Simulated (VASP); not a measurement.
Write the native input for VASP 6.6.1 that does the following.

- Task: density of states
- Functional: PBE
- Dispersion: D3(BJ)
- Potentials or basis: VASP PAW PBE potentials, release 64 (Co, Al)
- Cutoff: 520 eV
- k mesh: 9 × 9 × 9
- Occupations: tetrahedron, width 0.05 eV
- Spin: collinear spin, ferromagnetic start
- Starting moments: [2.0, 0.0] μB
- Hubbard terms: Co d U = 4.5 eV
- Dipole correction: no
- k mesh for the DOS: 14 × 14 × 14
- Occupations for the DOS: tetrahedron
- Further INCAR settings: ALGO = Normal; EDIFF = 1e-06

The system is AlCo.

```
Co Al
1.0
     2.81940    0.00000    0.00000
     0.00000    2.81940    0.00000
     0.00000    0.00000    2.81940
Co Al
1 1
Cartesian
  1.4097 1.4097 1.4097
  0.0000 0.0000 0.0000
```

One way to write it, as run:

POSCAR

```
AlCo
1.0
    2.8194032100      0.0000000000      0.0000000000
    0.0000000000      2.8194032100      0.0000000000
    0.0000000000      0.0000000000      2.8194032100
Co Al
1 1
Direct
    0.5000000000      0.5000000000      0.5000000000
    0.0000000000      0.0000000000      0.0000000000
```

INCAR.step1

```
SYSTEM = AlCo
PREC = Accurate ; ENCUT = 520
EDIFF = 1E-6 ; ISMEAR = -5
SIGMA = 0.05 ; LREAL = .False.
LASPH = .True. ; NELM = 150
ALGO = Normal ; ISIF = 2
LWAVE = .False. ; LCHARG = .True.
ISPIN = 2 ; MAGMOM = 2 0
LMAXMIX = 4 ; LDAU = .True.
LDAUTYPE = 2 ; LDAUL = 2 -1
LDAUU = 4.5 0 ; LDAUJ = 0 0
LDAUPRINT = 1 ; GGA = PE
IVDW = 12 ; NBANDS = 17
```

KPOINTS.step1

```
regular mesh
0
Gamma
  9 9 9
  0 0 0
```

INCAR.step2

```
SYSTEM = AlCo
PREC = Accurate ; ENCUT = 520
EDIFF = 1E-6 ; ISMEAR = -5
SIGMA = 0.05 ; LREAL = .False.
LASPH = .True. ; NELM = 150
ALGO = Normal ; ISIF = 2
LWAVE = .False. ; LCHARG = .False.
ISPIN = 2 ; MAGMOM = 2 0
LORBIT = 10 ; LMAXMIX = 4
LDAU = .True. ; LDAUTYPE = 2
LDAUL = 2 -1 ; LDAUU = 4.5 0
LDAUJ = 0 0 ; LDAUPRINT = 1
GGA = PE ; IVDW = 12
NEDOS = 2001 ; ICHARG = 11
```

KPOINTS.step2

```
regular mesh
0
Gamma
  14 14 14
  0 0 0
```

Potentials or basis: VASP PAW PBE potentials, release 64 (Co, Al).

Run with:

```sh
$ cat potpaw_PBE.64/Co/POTCAR potpaw_PBE.64/Al/POTCAR > POTCAR
$ cp INCAR.step1 INCAR
$ cp KPOINTS.step1 KPOINTS
$ mpirun -np 1 vasp_std > vasp.out
$ cp INCAR.step2 INCAR
$ cp KPOINTS.step2 KPOINTS
$ mpirun -np 1 vasp_std > vasp.out
```

It gave:

- Net moment: 0.50 μB per cell
- Site moments: Co +0.73; Al -0.04 μB
- Valence electrons inside the program's atomic spheres: Co 8.65; Al 0.83
- Dispersion energy per atom: -0.449 eV

Caveat: the U is typed as a test and isn't derived for this compound.

It took 25 s on 1 thread of Intel(R) Xeon(R) 6975P-C (Granite Rapids) (shared host), peak memory 0.19 GiB.
